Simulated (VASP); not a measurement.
Wanted: the native input for a VASP 6.6.1 run.

```
Task                   : single point
Functional             : r2SCAN
Potentials or basis    : VASP PAW PBE potentials, release 64 (Al, N)
Cutoff                 : 520 eV
k mesh                 : 8 × 8 × 5
Occupations            : gaussian, width 0.01 eV
Spin                   : no spin polarisation
Dipole correction      : no
Further INCAR settings : ALGO = Normal; EDIFF = 1e-06; NBANDS = 16
```

AlN (wurtzite):

```xyz
4
Lattice="3.1067 0.0000 0.0000 -1.5534 2.6905 0.0000 0.0000 0.0000 5.0032" Properties=species:S:1:pos:R:3 pbc="T T T"
Al    0.0000    1.7937    0.0032
Al    1.5534    0.8968    2.5048
N     0.0000    1.7937    1.9080
N     1.5534    0.8968    4.4096
```

The input as run:

POSCAR

```
AlN
1.0
    3.1067016190      0.0000000000      0.0000000000
   -1.5533508095      2.6904825240      0.0000000000
    0.0000000000      0.0000000000      5.0032291536
Al N
2 2
Direct
    0.3333333333      0.6666666667      0.0006415224
    0.6666666667      0.3333333333      0.5006415224
    0.3333333333      0.6666666667      0.3813584776
    0.6666666667      0.3333333333      0.8813584776
```

INCAR.step1

```
  PREC = Accurate
  ENCUT = 520
  ISMEAR = 0
  SIGMA = 0.01
  LREAL = False
  LASPH = True
  NELM = 80
  NBANDS = 16
  GGA = PE
  ALGO = Normal
  EDIFF = 1E-4
  LWAVE = True
  LCHARG = False
```

INCAR.step2

```
  PREC = Accurate
  ENCUT = 520
  EDIFF = 1E-6
  ISMEAR = 0
  SIGMA = 0.01
  LREAL = False
  LASPH = True
  NELM = 80
  ALGO = Normal
  ISIF = 2
  LWAVE = False
  LCHARG = False
  METAGGA = R2SCAN
  LMIXTAU = True
  NBANDS = 16
  ISTART = 1
```

KPOINTS

```
regular mesh
0
Gamma
  8 8 5
```

Potentials or basis: VASP PAW PBE potentials, release 64 (Al, N).

Run with:

```sh
$ cat potpaw_PBE.64/Al/POTCAR potpaw_PBE.64/N/POTCAR > POTCAR
$ cp INCAR.step1 INCAR
$ mpirun -np 1 vasp_std > vasp.out
$ cp INCAR.step2 INCAR
$ mpirun -np 1 vasp_std > vasp.out
```

It gave:

The pressure is -1.4 GPa and the band gap on the k mesh is 4.90 eV, direct.

Caveat: the PAW data sets were made with another functional, which shifts forces and pressure a little.

Run time: 25 s on 1 thread of Intel(R) Xeon(R) 6975P-C (Granite Rapids), with other jobs on the host, peak memory 0.16 GiB.
